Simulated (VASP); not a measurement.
Bi, 1 atom in the cell. Symmetry: Im-3m, No. 229, cubic system. Conventional cell: a = 3.543 Å, b = 3.543 Å, c = 3.543 Å, α = 90.00°, β = 90.00°, γ = 90.00°. Within 4.0 Å of Bi (site symmetry m-3m) lie 14 Bi at 3.07 to 3.54 Å. This isn't the form of Bi at room conditions, which is rhombohedral.

- Program: VASP 6.6.1
- Task: relaxation of cell and atoms
- Functional: r2SCAN
- Potentials or basis: VASP PAW PBE potentials, release 64 (Bi_d)
- Cutoff: 600 eV
- k mesh: 8 × 8 × 8
- Occupations: gaussian, width 0.1 eV
- Spin: no spin polarisation
- Target pressure: 40.8 GPa
- Dipole correction: no
- Further INCAR settings: ALGO = Normal; EDIFF = 1e-07; IBRION = 2; EDIFFG = -0.05; NSW = 80; ISIF = 3

Potentials or basis: VASP PAW PBE potentials, release 64 (Bi_d).

Run with:

```console
$ cat potpaw_PBE.64/Bi_d/POTCAR > POTCAR
$ cp INCAR.step1 INCAR
$ mpirun -np 1 vasp_std > vasp.out
$ cp INCAR.step2 INCAR
$ mpirun -np 1 vasp_std > vasp.out
```

Hardware: 1 thread of Intel(R) Xeon(R) 6975P-C (Granite Rapids) (shared host).

**Question.** How long does it take, and how much memory?

**Answer.** Wall time 22 s on 1 thread of Intel(R) Xeon(R) 6975P-C (Granite Rapids), with other jobs on the host, peak memory 0.16 GiB. Counts: k points 29, ion steps 1.
